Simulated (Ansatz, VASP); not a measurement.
**LiF in VASP and in Ansatz**

The input INCAR:

```
  ALGO = Normal
  EDIFF = 1E-6
  ENCUT = 520
  GGA = PE
  ISIF = 2
  ISMEAR = 0
  LASPH = True
  LCHARG = True
  LELF = True
  LREAL = False
  LVHAR = True
  LWAVE = False
  NBANDS = 18
  NELM = 60
  PREC = Accurate
  SIGMA = 0.05
```

The input KPOINTS:

```
k-points
0
Gamma
  9 9 6
```

The input POSCAR:

```
LiF
1.0
    3.1775711328      0.0000000000      0.0000000000
   -1.5887855664      2.7518573233      0.0000000000
    0.0000000000      0.0000000000      4.7437959441
Li F
2 2
Direct
    0.3333333333      0.6666666667      0.4218720114
    0.6666666667      0.3333333333      0.9218720114
    0.3333333333      0.6666666667      0.9939266766
    0.6666666667      0.3333333333      0.4939266766
```

Input for Ansatz:

```yaml
crystal:
  lattice:
    - [3.1775711328, 0.0, 0.0]
    - [-1.5887855664, 2.7518573233, 0.0]
    - [0.0, 0.0, 4.7437959441]
  atoms:
    - { symbol: Li, position: [0.3333333333, 0.6666666667, 0.4218720114] }
    - { symbol: Li, position: [0.6666666667, 0.3333333333, 0.9218720114] }
    - { symbol: F, position: [0.3333333333, 0.6666666667, 0.9939266766] }
    - { symbol: F, position: [0.6666666667, 0.3333333333, 0.4939266766] }
basis:
  ecutwfc: 520.0
kpoints:
  mp_grid: { grid: [9, 9, 6] }
hamiltonian:
  xc: pbe
scf:
  occupations: { method: gaussian, width: 0.05 }
output:
  forces: true
  stress: true
  eigenvalues: true
```

Alike in both runs: task single point; functional PBE; k mesh 9 × 9 × 6; occupations gaussian, width 0.05 eV; no spin polarisation.

```csv
,VASP,Ansatz
version,VASP 6.6.1,Ansatz 0.2.0
potentials or method,"VASP PAW PBE potentials, release 64 (Li_sv, F), cutoff 520 eV","scalar-relativistic, plane waves, PAW"
valence electrons in the cell,20,20
```

|  | VASP | Ansatz | Ansatz less VASP |
| --- | --- | --- | --- |
| gap on the k mesh at the Fermi level (eV) | 7.36 | 7.37 | +0.011 |
| least direct gap on the mesh (eV) | 7.36 | 7.37 | +0.011 |
| rms of the force components (eV/Å) | 0.111 | 0.108 | -0.0033 |

Atom by atom the forces differ by 0.003 eV/Å (rms over components).

Noted on VASP's run: the cutoff is short for stress, so the pressure is rough.
